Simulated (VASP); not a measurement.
Runs of VASP 6.6.1 on GaSb3. The structure is that of space group Fm-3m (No. 225), or close to it. The cells are those of the table. 

```csv
level,spin,cell,k mesh,gap on the mesh (eV),pressure (GPa)
PBE,off,"a = 5.276 Å, angles 60.0°, 4 atoms",4 × 4 × 4,none,-2.4
PBEsol,off,"a = 5.345 Å, angles 60.0°, 4 atoms",6 × 6 × 6,none,(a)
PBE,off,"a = 5.168 Å, angles 60.0°, 4 atoms",6 × 6 × 6,none,2.7
PBEsol,"non-collinear, zero start, SOC","a = 5.276 Å, angles 60.0°, 4 atoms",4 × 4 × 4,-,(b)
PBE,off,"a = 5.345 Å, angles 60.0°, 4 atoms",6 × 6 × 6,none,-2.3
```

Alike in all rows: task single point; potentials or basis VASP PAW PBE potentials, release 64 (Sb, Ga_d); cutoff (eV) 520; smearing fermi-dirac 0.05 eV.

Task: Fill in the values left out.

Result: (a) -5.0; (b) -4.6.

Caveats: some runs use coarse meshes; spin-orbit coupling is left out, which moves the levels of the heavy elements (some runs); the PAW data sets were made with another functional, which shifts forces and pressure a little (some runs).

A k mesh can miss the band edges, and rows without SOC leave out spin-orbit coupling on Ga, Sb.

A gap of «none» marks levels without a gap at the run's occupations.
